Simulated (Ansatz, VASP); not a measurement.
## One calculation of AgCl, two programs

The input INCAR:

```
PREC = Accurate ; ENCUT = 520
EDIFF = 1E-6 ; ISMEAR = -1
SIGMA = 0.02 ; LREAL = F
LASPH = T ; NELM = 150
ALGO = Normal ; ISIF = 2
LWAVE = F ; LCHARG = T
LNONCOLLINEAR = T ; MAGMOM = 0 0 0 0 0 0
LORBIT = 11 ; LSORBIT = T
GGA_COMPAT = F ; LORBMOM = T
LMAXMIX = 4 ; GGA = PE
LVHAR = T ; NBANDS = 30
```

The input KPOINTS:

```
regular mesh
0
Gamma
  8 8 8
```

POSCAR

```
AgCl
1.0
    0.0000000000      2.7731838115      2.7731838115
    2.7731838115      0.0000000000      2.7731838115
    2.7731838115      2.7731838115      0.0000000000
Ag Cl
1 1
Direct
    0.0000000000      0.0000000000      0.0000000000
    0.5000000000      0.5000000000      0.5000000000
```

Input for Ansatz:

```yaml
crystal:
  lattice:
    - [0.0, 2.7731838115, 2.7731838115]
    - [2.7731838115, 0.0, 2.7731838115]
    - [2.7731838115, 2.7731838115, 0.0]
  atoms:
    - { symbol: Ag, position: [0.0, 0.0, 0.0] }
    - { symbol: Cl, position: [0.5, 0.5, 0.5] }
kpoints:
  mp_grid: { grid: [8, 8, 8] }
  band_path:
    path:
      - [0.0, 0.0, 0.0]
      - [0.5, 0.0, 0.5]
      - [0.625, 0.25, 0.625]
      - [0.375, 0.375, 0.75]
      - [0.5, 0.5, 0.5]
      - [0.5, 0.25, 0.75]
      - [0.0, 0.0, 0.5]
      - [0.0375, 0.0375, 0.075]
    npoints: 1
hamiltonian:
  xc: pbe
scf:
  occupations: { method: fermi_dirac, width: 0.02 }
  n_extra_bands: 8
magnetization:
  noncollinear: true
  spin_orbit: true
output:
  forces: true
  stress: true
  eigenvalues: true
```

Alike in both runs: task single point; functional PBE; k mesh 8 × 8 × 8; occupations fermi-dirac, width 0.02 eV; non-collinear spin, spin-orbit coupling.

|  | VASP | Ansatz |
| --- | --- | --- |
| version | VASP 6.6.1 | Ansatz 0.2.0 |
| potentials or method | VASP PAW PBE potentials, release 64 (Ag, Cl) | plane waves, PAW |
| plane-wave cutoff (eV) | 520 | 420 |
| valence electrons in the cell | 18 | 26 |

```tsv
	VASP	Ansatz	Ansatz less VASP
pressure (GPa)	1.4	1.6	+0.14
```

VASP's potentials hold 18 valence electrons a cell and Ansatz's 26, so a difference there can come from the potentials and not from the codes.
